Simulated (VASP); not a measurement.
# CdS (P6_3/mmc) in VASP: single point with r2SCAN

Aim: the single point of CdS with r2SCAN.

All numbers are computed with VASP 6.6.1; they aren't measurements. Logs are shortened: lines on timing, memory, paths and dates and some standing lists are left out, and cuts for length are marked.

**1. The cell of the first run**

Symmetry: P6_3/mmc, No. 194, hexagonal system. Conventional cell: a = 4.409 Å, b = 4.409 Å, c = 5.751 Å, α = 90.00°, β = 90.00°, γ = 120.00°. Cd (site symmetry -6m2) has 5 S at 2.55 to 2.88 Å within 3.4 Å. Within 3.4 Å of S (site symmetry -6m2) lie 5 Cd at 2.55 to 2.88 Å.

**2. Single point, r2SCAN**

POSCAR reads:

```
CdS
1.0
    4.4090062598      0.0000000000      0.0000000000
   -2.2045031299      3.8183114264      0.0000000000
    0.0000000000      0.0000000000      5.7510361427
Cd S
2 2
Direct
    0.3333333333      0.6666666667      0.0000000000
    0.6666666667      0.3333333333      0.5000000000
    0.3333333333      0.6666666667      0.5000000000
    0.6666666667      0.3333333333      1.0000000000
```

INCAR.step1 reads:

```
PREC = Accurate
ENCUT = 520
ISMEAR = 0
SIGMA = 0.02
LREAL = False
LASPH = True
NELM = 100
NBANDS = 26
GGA = PE
ALGO = Normal
EDIFF = 1E-4
LWAVE = True
LCHARG = False
```

INCAR.step2 reads:

```
PREC = Accurate
ENCUT = 520
EDIFF = 1E-6
ISMEAR = 0
SIGMA = 0.02
LREAL = False
LASPH = True
NELM = 100
ALGO = Normal
ISIF = 2
LWAVE = False
LCHARG = True
METAGGA = R2SCAN
LMIXTAU = True
LELF = True
LVHAR = True
NBANDS = 26
ISTART = 1
```

KPOINTS reads:

```
regular mesh
0
Gamma
  12 12 6
```

Potentials or basis: VASP PAW PBE potentials, release 64 (Cd, S).

Run with:

```
> cat potpaw_PBE.64/Cd/POTCAR potpaw_PBE.64/S/POTCAR > POTCAR
> cp INCAR.step1 INCAR
> mpirun -np 1 vasp_std > vasp.out
> cp INCAR.step2 INCAR
> mpirun -np 1 vasp_std > vasp.out
```

OUTCAR:

```text
PREC = Accurate
   ENCUT = 520
   EDIFF = 1E-6
   ISMEAR = 0
   LREAL = False
   LASPH = True
   NELM = 100
   ISIF = 2
   METAGGA = R2SCAN
   ISTART = 1

 ion  position               nearest neighbor table
   1  0.333  0.667  0.000-   4 2.55   4 2.55   4 2.55   3 2.88   3 2.88
   2  0.667  0.333  0.500-   3 2.55   3 2.55   3 2.55   4 2.88   4 2.88
   3  0.333  0.667  0.500-   2 2.55   2 2.55   2 2.55   1 2.88   1 2.88
   4  0.667  0.333  0.000-   1 2.55   1 2.55   1 2.55   2 2.88   2 2.88

  LATTYP: Found a hexagonal cell.
 ALAT       =     4.4090062598
 C/A-ratio  =     1.3043837554

  Lattice vectors:

 A1 = (   4.4090062598,   0.0000000000,   0.0000000000)
 A2 = (  -2.2045031299,   3.8183114264,   0.0000000000)
 A3 = (   0.0000000000,   0.0000000000,   5.7510361427)

Analysis of symmetry for initial positions (statically):
=====================================================================
 Subroutine PRICEL returns:
 Original cell was already a primitive cell.

 Routine SETGRP: Setting up the symmetry group for a
 hexagonal supercell.

 Subroutine GETGRP returns: Found 24 space group operations
 (whereof 12 operations were pure point group operations)
 out of a pool of 24 trial point group operations.

The static configuration has the point symmetry D_3h.
 The point group associated with its full space group is D_6h.

Analysis of symmetry for dynamics (positions and initial velocities):
=====================================================================
 Subroutine PRICEL returns:
 Original cell was already a primitive cell.

 Routine SETGRP: Setting up the symmetry group for a
 hexagonal supercell.

 Subroutine GETGRP returns: Found 24 space group operations
 (whereof 12 operations were pure point group operations)
 out of a pool of 24 trial point group operations.

The dynamic configuration has the point symmetry D_3h.
 The point group associated with its full space group is D_6h.

 Subroutine INISYM returns: Found 24 space group operations
 (whereof 12 operations are pure point group operations),
 and found     1 'primitive' translations

----------------------------------------------------------------------------------------

                                     Primitive cell

[... 91 lines left out ...]
   LASPH  =      T    aspherical Exc in radial PAW
   ENCUT  =  520.0 eV  38.22 Ry    6.18 a.u.   8.20  8.20 10.69*2*pi/ulx,y,z
   NELM   =    100;   NELMIN=  2; NELMDL=  0     # of ELM steps
   EDIFF  = 0.1E-05   stopping-criterion for ELM
   LREAL  =      F    real-space projection
   EDIFFG = 0.1E-04   stopping-criterion for IOM
   NSW    =      0    number of steps for IOM
   IBRION =     -1    ionic relax: 0-MD 1-quasi-New 2-CG
   NFREE  =      0    steps in history (QN), initial steepest desc. (CG)
   ISIF   =      2    stress and relaxation
   ISYM   =      2    0-nonsym 1-usesym 2-fastsym
   POTIM  = 0.5000    time-step for ionic-motion
   TEBEG  =    0.0;   TEEND  =   0.0 temperature during run
   PSTRESS=    0.0 pullay stress
   NELECT =      36.0000    total number of electrons
   NUPDOWN=      -1.0000    fix difference up-down
   EMIN   =  10.00;   EMAX   =-10.00  energy-range for DOS
   EFERMI =   0.00;   METHOD = LEGACY
   ISMEAR =     0;   SIGMA  =   0.02  broadening in eV -4-tet -1-fermi 0-gaus
   EFERMI_NEDOS =   21; number of points for ismear=-14 and -15
   IALGO  =     38    algorithm
   IMIX   =      4    mixing-type and parameters
     AMIX     =   0.40;   BMIX     =  1.00
     AMIX_MAG =   1.60;   BMIX_MAG =  1.00
  volume/ion in A,a.u.               =      24.20       163.34
  Fermi-wavevector in a.u.,A,eV,Ry     =   1.177216  2.224616 18.855475  1.385838
  Thomas-Fermi vector in A             =   2.313567
   LORBIT       =      0    0 simple, 1 ext, 2 COOP (PROOUT), +10 PAW based schemes
   METAGGA = R2SCAN    functional components
   LHFCALC =     F    Hartree Fock is set to
   AEXX    =    0.0000 exact exchange contribution
   IVDW    =     0    specifies the selected vdW correction
   LEPSILON=     F    determine dielectric tensor
   LRPA    =     F    only Hartree local field effects (RPA)
 non-spin polarized calculation
 Gauss-broadening in eV      SIGMA  =   0.02
  energy-cutoff  :      520.00
  volume of cell :       96.82
 maximum number of plane-waves:      2638
 NGX is ok and might be reduce to    36
   NGX = 17   NGY = 17   NGZ = 21

 number of electron      36.0000000 magnetization

 Free energy of the ion-electron system (eV)
  ---------------------------------------------------
  ext. energy  EPLUGINS =         0.00000000
  ---------------------------------------------------
  free energy    TOTEN  =       -59.06398370 eV

  energy without entropy =      -59.06398370  energy(sigma->0) =      -59.06398370

 E-fermi :   1.3786     XC(G=0):  -9.8677

 val. band max:        1.2972009067   @ k =   0.3333   0.3333   0.5000
 cond. band min:       2.7591088713   @ k =   0.0000   0.0000   0.0000
 fundamental gap:      1.4619079646
 Fermi energy:         1.3786185588

 k-point     1 :       0.0000    0.0000    0.0000
  band No.  band energies     occupation
      1     -11.6056      2.00000
      2     -10.9038      2.00000
      3      -6.7302      2.00000
      4      -6.7302      2.00000
      5      -6.7172      2.00000
      6      -6.7172      2.00000
[... 685 lines left out ...]
     25      10.3145      0.00000
     26      10.6317      0.00000

 [... further k-points ...]

------------------------ aborting loop because EDIFF is reached ----------------------------------------

  FORCE on cell =-STRESS in cart. coord.  units (eV):
  Direction    XX          YY          ZZ          XY          YZ          ZX
  --------------------------------------------------------------------------------------
  -------------------------------------------------------------------------------------
  Total        0.2114550      0.2114550      0.1605291      0.0000000     -0.0000000      0.0000000
  in kB        3.4992125      3.4992125      2.6564773      0.0000000     -0.0000000      0.0000000
  external PRESSURE =       3.2183008 kB  Pullay stress =       0.0000000 kB

 VOLUME and BASIS-vectors are now :
 -----------------------------------------------------------------------------
  energy-cutoff  :      520.00
  volume of cell :       96.82
      direct lattice vectors                 reciprocal lattice vectors
     4.409006260  0.000000000  0.000000000     0.226808478  0.130947936  0.000000000
    -2.204503130  3.818311426  0.000000000     0.000000000  0.261895872  0.000000000
     0.000000000  0.000000000  5.751036143     0.000000000  0.000000000  0.173881710

 POSITION                                       TOTAL-FORCE (eV/Angst)
 -----------------------------------------------------------------------------------
     -0.00000      2.54554      0.00000        -0.000000     -0.000000      0.000000
      2.20450      1.27277      2.87552         0.000000      0.000000      0.000000
     -0.00000      2.54554      2.87552         0.000000     -0.000000      0.000000
      2.20450      1.27277      0.00000        -0.000000      0.000000      0.000000
 -----------------------------------------------------------------------------------
    total drift:                               -0.000000      0.000000     -0.000000

  FREE ENERGIE OF THE ION-ELECTRON SYSTEM (eV)
  ---------------------------------------------------
  free  energy   TOTEN  =       -59.0639837019 eV

  energy  without entropy=      -59.0639837019  energy(sigma->0) =      -59.06398370
```

OUTCAR.step1:

```text
PREC = Accurate
   ENCUT = 520
   ISMEAR = 0
   LREAL = False
   LASPH = True
[... 927 lines left out ...]
     -0.00000      2.54554      0.00000         0.000000      0.000000      0.000000
      2.20450      1.27277      2.87552         0.000000      0.000000      0.000000
     -0.00000      2.54554      2.87552        -0.000000      0.000000      0.000000
      2.20450      1.27277      0.00000         0.000000     -0.000000      0.000000
 -----------------------------------------------------------------------------------
    total drift:                               -0.000000      0.000000     -0.000000

  FREE ENERGIE OF THE ION-ELECTRON SYSTEM (eV)
  ---------------------------------------------------
  free  energy   TOTEN  =       -11.9209724776 eV

  energy  without entropy=      -11.9209724776  energy(sigma->0) =      -11.92097248
```

Wall time 12 min (1 thread of AMD EPYC 7R13 (Zen 3), shared host); peak memory 0.32 GiB.

Results:

| Property | Result |
| --- | --- |
| Free energy | -59.0640 eV |
| Pressure | 0.3 GPa |
| Band gap on the k mesh | 1.46 eV (least direct gap 1.73 eV) |

Caveat: the PAW data sets were made with another functional, which shifts forces and pressure a little.
